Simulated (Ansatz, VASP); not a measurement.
# Two plane-wave programs on K3TaO3

File INCAR:

```
ALGO     = Normal         # electronic algorithm
EDIFF    = 1E-6           # SCF threshold, eV
ENCUT    = 520            # plane-wave cutoff, eV
GGA      = PE             # functional
ISIF     = 2              # what is computed and relaxed
ISMEAR   = 0              # smearing method
LASPH    = True           # aspherical terms in the spheres
LCHARG   = False          # write CHGCAR
LREAL    = False          # projectors in reciprocal space
LWAVE    = False          # write WAVECAR
NBANDS   = 37             # bands
NELM     = 80             # most SCF steps
PREC     = Accurate       # precision mode
SIGMA    = 0.2            # smearing width, eV
```

KPOINTS

```
k-points
0
Gamma
  6 6 2
```

The input POSCAR:

```
K3TaO3
1.0
    3.8905424511      0.0000000000      0.0000000000
    0.0000000000      3.8905424511      0.0000000000
    0.0000000000      0.0000000000     13.4266209456
K Ta O
3 1 3
Direct
    0.0000000000      0.0000000000      0.5382165643
    0.5000000000      0.5000000000      0.2215179246
    0.5000000000      0.5000000000      0.8361199401
    0.0000000000      0.0000000000      0.0224239709
    1.0000000000      0.0000000000      0.1572385841
    0.0000000000      0.5000000000      0.9872415079
    0.5000000000      0.0000000000      0.9872415079
```

Input for Ansatz:

```yaml
crystal:
  lattice:
    - [3.8905424511, 0.0, 0.0]
    - [0.0, 3.8905424511, 0.0]
    - [0.0, 0.0, 13.4266209456]
  atoms:
    - { symbol: K, position: [0.0, 0.0, 0.5382165643] }
    - { symbol: K, position: [0.5, 0.5, 0.2215179246] }
    - { symbol: K, position: [0.5, 0.5, 0.8361199401] }
    - { symbol: Ta, position: [0.0, 0.0, 0.0224239709] }
    - { symbol: O, position: [1.0, 0.0, 0.1572385841] }
    - { symbol: O, position: [0.0, 0.5, 0.9872415079] }
    - { symbol: O, position: [0.5, 0.0, 0.9872415079] }
basis:
  ecutwfc: 420
kpoints:
  mp_grid: { grid: [6, 6, 2] }
hamiltonian:
  xc: pbe
scf:
  occupations: { method: gaussian, width: 0.2 }
  lower_state_search: "off"
output:
  forces: true
  stress: true
  eigenvalues: true
```

Alike in both runs: task single point; functional PBE; k mesh 6 × 6 × 2; occupations gaussian, width 0.2 eV; no spin polarisation.

```csv
,VASP,Ansatz
version,VASP 6.6.1,Ansatz 0.2.0
potentials or method,"VASP PAW PBE potentials, release 64 (K_sv, Ta_pv, O), cutoff 520 eV","scalar-relativistic, plane waves, PAW"
valence electrons in the cell,56,58
```

```csv
,VASP,Ansatz,Ansatz less VASP
gap on the k mesh at the Fermi level (eV),none,none,-
pressure (GPa),0.2,0.0,-0.24
"traceless stress, the component that is largest in VASP (GPa)",0.15,0.04,-0.116
rms of the force components (eV/Å),0.090,0.018,-0.0721
```

Atom by atom the forces differ by 0.074 eV/Å (rms over components). A gap of «none» marks a metal or a gap that the smearing closes. With one functional, cell and mesh, what is left measures potentials, basis and numerics. VASP's potentials hold 56 valence electrons a cell and Ansatz's 58, so a difference there can come from the potentials and not from the codes.

Spin-orbit coupling is off throughout.
